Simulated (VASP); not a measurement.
# Si5PdW (P4/mmm) in VASP: notebook, part 3 of 3

VASP 6.6.1.

### Step 5. Single point, PBE

Contents of INCAR:

```
SYSTEM = Si5PdW
PREC = Accurate
ENCUT = 520
EDIFF = 1E-6
ISMEAR = 0
SIGMA = 0.1
LREAL = .FALSE.
LASPH = .TRUE.
NELM = 100
ALGO = Normal
ISIF = 2
LWAVE = .FALSE.
LCHARG = .FALSE.
GGA = PE
NBANDS = 31
```

Contents of KPOINTS:

```
regular mesh
0
G
  8 8 4
  0 0 0
```

Contents of POSCAR:

```
Si5PdW
1.0
    3.8085462416      0.0000000000      0.0000000000
    0.0000000000      3.8085462416      0.0000000000
    0.0000000000      0.0000000000      7.2439651932
Si Pd W
5 1 1
Direct
    0.5000000000      0.0000000000      0.7637331502
    0.5000000000      0.0000000000      0.2362668498
    0.0000000000      0.5000000000      0.7637331502
    0.0000000000      0.5000000000      0.2362668498
    0.0000000000      0.0000000000      0.5000000000
    0.0000000000      0.0000000000      0.0000000000
    0.5000000000      0.5000000000      0.5000000000
```

Potentials or basis: VASP PAW PBE potentials, release 64 (Si, Pd, W_sv).

The run is started by

```console
cat potpaw_PBE.64/Si/POTCAR potpaw_PBE.64/Pd/POTCAR potpaw_PBE.64/W_sv/POTCAR > POTCAR
mpirun -np 1 vasp_std > vasp.out
```

OUTCAR:

```text
SYSTEM = Si5PdW
   PREC = Accurate
   ENCUT = 520
   EDIFF = 1E-6
   ISMEAR = 0
   LREAL = .FALSE.
   LASPH = .TRUE.
   NELM = 100
   ISIF = 2
   GGA = PE

 ion  position               nearest neighbor table
   1  0.500  0.000  0.764-   6 2.56   6 2.56   3 2.69   3 2.69   3 2.69   3 2.69   7 2.70   5 2.70
                             5 2.70   7 2.70
   2  0.500  0.000  0.236-   6 2.56   6 2.56   4 2.69   4 2.69   4 2.69   4 2.69   7 2.70   5 2.70
                             5 2.70   7 2.70
   3  0.000  0.500  0.764-   6 2.56   6 2.56   1 2.69   1 2.69   1 2.69   1 2.69   7 2.70   5 2.70
                             7 2.70   5 2.70
   4  0.000  0.500  0.236-   6 2.56   6 2.56   2 2.69   2 2.69   2 2.69   2 2.69   7 2.70   5 2.70
                             7 2.70   5 2.70
   5  0.000  0.000  0.500-   7 2.69   7 2.69   7 2.69   7 2.69   1 2.70   3 2.70   4 2.70   2 2.70
                             1 2.70   2 2.70   3 2.70   4 2.70
   6  0.000  0.000  0.000-   1 2.56   2 2.56   3 2.56   4 2.56   3 2.56   4 2.56   1 2.56   2 2.56

   7  0.500  0.500  0.500-   5 2.69   5 2.69   5 2.69   5 2.69   1 2.70   1 2.70   2 2.70   2 2.70
                             3 2.70   4 2.70   3 2.70   4 2.70

  LATTYP: Found a simple tetragonal cell.
 ALAT       =     3.8085462416
 C/A-ratio  =     1.9020289459
[... 192 lines left out ...]

 val. band max:       10.1742551129   @ k =   0.3750   0.3750   0.0000
 cond. band min:      10.1757979829   @ k =   0.5000   0.3750   0.5000
 fundamental gap:      0.0015428700
 Fermi energy:        10.1756857999

 k-point     1 :       0.0000    0.0000    0.0000
  band No.  band energies     occupation
      1     -63.9129      2.00000
      2     -28.1787      2.00000
      3     -28.1787      2.00000
      4     -28.1732      2.00000
      5      -3.4544      2.00000
      6      -1.1498      2.00000
[... 805 lines left out ...]
     30      14.6684      0.00000
     31      14.8929      0.00000

 [... further k-points ...]
[... 5 lines left out ...]
  --------------------------------------------------------------------------------------
  -------------------------------------------------------------------------------------
  Total       -0.0088623     -0.0088623      0.0281816      0.0000000      0.0000000      0.0000000
  in kB       -0.1351329     -0.1351329      0.4297153      0.0000000      0.0000000      0.0000000
  external PRESSURE =       0.0531499 kB  Pullay stress =       0.0000000 kB

 VOLUME and BASIS-vectors are now :
 -----------------------------------------------------------------------------
  energy-cutoff  :      520.00
  volume of cell :      105.07
      direct lattice vectors                 reciprocal lattice vectors
     3.808546242  0.000000000  0.000000000     0.262567378  0.000000000  0.000000000
     0.000000000  3.808546242  0.000000000     0.000000000  0.262567378  0.000000000
     0.000000000  0.000000000  7.243965193     0.000000000  0.000000000  0.138045942

 POSITION                                       TOTAL-FORCE (eV/Angst)
 -----------------------------------------------------------------------------------
      1.90427      0.00000      5.53246         0.000000     -0.000000      0.003272
      1.90427      0.00000      1.71151        -0.000000      0.000000     -0.003272
      0.00000      1.90427      5.53246        -0.000000      0.000000      0.003272
      0.00000      1.90427      1.71151         0.000000     -0.000000     -0.003272
      0.00000      0.00000      3.62198         0.000000      0.000000      0.000000
      0.00000      0.00000      0.00000         0.000000      0.000000      0.000000
      1.90427      1.90427      3.62198         0.000000      0.000000      0.000000
 -----------------------------------------------------------------------------------
    total drift:                                0.000000      0.000000      0.000000

  FREE ENERGIE OF THE ION-ELECTRON SYSTEM (eV)
  ---------------------------------------------------
  free  energy   TOTEN  =       -44.4522235861 eV

  energy  without entropy=      -44.4311034306  energy(sigma->0) =      -44.44166351
```

Wall time 4.5 min (1 thread of Intel Xeon 8259CL, shared host); peak memory 0.29 GiB.

What came out:

* Free energy: -44.4522 eV
* Pressure: 0.0 GPa
* Largest force: 0.003 eV/Å
* Band gap on the k mesh: zero (bands 22 and 23 overlap by 0.96 eV)

Forces on the atoms (eV/Å):
```
Si   0.000  0.000  0.003
Si   0.000  0.000 -0.003
Si   0.000  0.000  0.003
Si   0.000  0.000 -0.003
Si   0.000  0.000  0.000
Pd   0.000  0.000  0.000
W    0.000  0.000  0.000
```

Levels at points of the mesh, in eV from the Fermi level:
```
           k point  band 19  band 20  band 21  band 22  band 23  band 24  band 25  band 26
(0.00, 0.00, 0.00)    -2.75    -2.37    -1.17     0.67     0.67     1.15     1.35     1.52
(0.50, 0.00, 0.00)    -2.32    -0.77    -0.15    -0.05    -0.02     0.62     0.88     1.03
(0.50, 0.50, 0.00)    -3.54    -2.59    -0.34     0.34     1.02     1.02     1.79     2.08
(0.00, 0.00, 0.50)    -1.85    -1.31    -1.18     0.23     0.58     0.58     0.76     1.45
(0.50, 0.00, 0.50)    -2.50    -1.05    -0.54    -0.39    -0.29     0.47     1.26     1.32
(0.50, 0.50, 0.50)    -3.00    -2.92    -0.57    -0.35    -0.06    -0.06     0.34     2.68
```

Caveat: spin-orbit coupling is left out, which moves the levels of the heavy elements.

### Step 6. Single point, PBE

Contents of INCAR:

```
PREC = Accurate
ENCUT = 520
EDIFF = 1E-7
ISMEAR = 0
SIGMA = 0.2
LREAL = False
LASPH = True
NELM = 100
ALGO = Normal
ISIF = 2
LWAVE = False
LCHARG = False
GGA = PE
NBANDS = 31
```

Contents of KPOINTS:

```
Automatic mesh
0
Gamma
  6 6 4
```

Contents of POSCAR:

```
Si5PdW
1.0
    3.8096299708      0.0000000000      0.0000000000
    0.0000000000      3.8096299708      0.0000000000
    0.0000000000      0.0000000000      7.2399695721
Si Pd W
5 1 1
Direct
    0.5000000000      0.0000000000      0.7638060459
    0.5000000000      0.0000000000      0.2361939541
    0.0000000000      0.5000000000      0.7638060459
    0.0000000000      0.5000000000      0.2361939541
    0.0000000000      0.0000000000      0.5000000000
    0.0000000000      0.0000000000      0.0000000000
    0.5000000000      0.5000000000      0.5000000000
```

Potentials or basis: VASP PAW PBE potentials, release 64 (Si, Pd, W_sv).

The run is started by

```console
cat potpaw_PBE.64/Si/POTCAR potpaw_PBE.64/Pd/POTCAR potpaw_PBE.64/W_sv/POTCAR > POTCAR
mpirun -np 1 vasp_std > vasp.out
```

It took 3.4 min on 1 thread of Intel Xeon 8259CL, shared host; peak memory 0.25 GiB.

Results (log left out):

| Item | Value |
| --- | --- |
| Free energy | -44.4659 eV |
| Pressure | 0.5 GPa |
| Band gap on the k mesh | zero (bands 22 and 23 overlap by 0.96 eV) |

Stress tensor (GPa, compression positive):
```
0.39 0.00 0.00
0.00 0.39 0.00
0.00 0.00 0.66
```

Levels at points of the mesh, in eV from the Fermi level:
```csv
k point,band 20,band 21,band 22,band 23,band 24,band 25
"(0.00, 0.00, 0.00)",-2.34,-1.14,0.70,0.70,1.18,1.38
"(0.50, 0.00, 0.00)",-0.74,-0.13,-0.02,0.01,0.66,0.92
"(0.50, 0.50, 0.00)",-2.57,-0.31,0.36,1.06,1.06,1.83
"(0.00, 0.00, 0.50)",-1.27,-1.15,0.26,0.61,0.61,0.79
"(0.50, 0.00, 0.50)",-1.01,-0.51,-0.36,-0.26,0.50,1.29
"(0.50, 0.50, 0.50)",-2.89,-0.54,-0.32,-0.03,-0.03,0.36
```

Caveat: spin-orbit coupling is left out, which moves the levels of the heavy elements.

### Step 7. The runs side by side

| cell | k mesh | smearing | gap on the mesh (eV) | pressure (GPa) | largest force (eV/Å) |
| --- | --- | --- | --- | --- | --- |
| a = 3.827, b = 3.827, c = 7.170 Å, 7 atoms, atomic positions A | 4 × 4 × 3 | gaussian 0.2 eV | none | 0.1 | 0.01 |
| a = 4.322, b = 4.322, c = 5.919 Å, 7 atoms, atomic positions B | 4 × 4 × 3 | gaussian 0.2 eV | none | 0.0 | 0.01 |
| a = 3.810, b = 3.810, c = 7.240 Å, 7 atoms, atomic positions A | 8 × 8 × 4 | gaussian 0.1 eV | none | 0.0 | - |
| a = 3.809, b = 3.809, c = 7.244 Å, 7 atoms, atomic positions A | 8 × 8 × 4 | gaussian 0.1 eV | none | 0.0 | - |
| a = 3.810, b = 3.810, c = 7.240 Å, 7 atoms, atomic positions A | 6 × 6 × 4 | gaussian 0.2 eV | none | 0.5 | - |

Alike in all rows: task single point; level PBE; potentials or basis VASP PAW PBE potentials, release 64 (Si, Pd, W_sv); no spin polarisation; cutoff (eV) 520.

Caveats: some runs use coarse meshes; spin-orbit coupling is left out, which moves the levels of the heavy elements.

Total energies depend on the potentials used, so only differences within one code and one set of settings carry meaning.
